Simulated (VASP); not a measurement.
## AgCl: vibrations by perturbation theory with PBEsol

AgCl:

```
Ag Cl
1.0
     0.00000    2.69442    2.69442
     2.69442    0.00000    2.69442
     2.69442    2.69442    0.00000
Ag Cl
1 1
Direct
  0.50000 0.50000 0.50000
  0.00000 0.00000 0.00000
```

* Program: VASP 6.6.1
* Task: vibrations by perturbation theory
* Functional: PBEsol
* Potentials or basis: VASP PAW PBE potentials, release 64 (Ag, Cl)
* Cutoff: 520 eV
* k mesh: 10 × 10 × 10
* Occupations: gaussian, width 0.01 eV
* Spin: no spin polarisation
* Dipole correction: no
* Further INCAR settings: ALGO = Normal; EDIFF = 1e-08; IBRION = 8; NSW = 1

```
Electronic dielectric tensor (diagonal)                 : 5.58
Born charges (mean of the diagonal)                     : Ag +1.41; Cl -1.41 e
Highest phonon frequency at Γ, LO-TO splitting left out : 131 cm⁻¹
```

Phonon frequencies in cm⁻¹ (negative: imaginary):
| q point | frequencies |
| --- | --- |
| (0.000, 0.000, 0.000) | 0 0 0 131 131 131 |

Electronic dielectric tensor:
```
5.58 0.00 0.00
0.00 5.58 0.00
0.00 0.00 5.58
```

Born effective charge tensors (e):
atom 1, Ag
```
1.41 0.00 0.00
0.00 1.41 0.00
0.00 0.00 1.41
```
atom 2, Cl
```
-1.41  0.00  0.00
 0.00 -1.41  0.00
 0.00  0.00 -1.41
```

Run time: 6.6 min on 1 thread of Oxide Virtual Turin-like Processor, with other jobs on the host, peak memory 0.25 GiB.

Caveat: the cell wasn't relaxed at this level first, which shifts response properties.
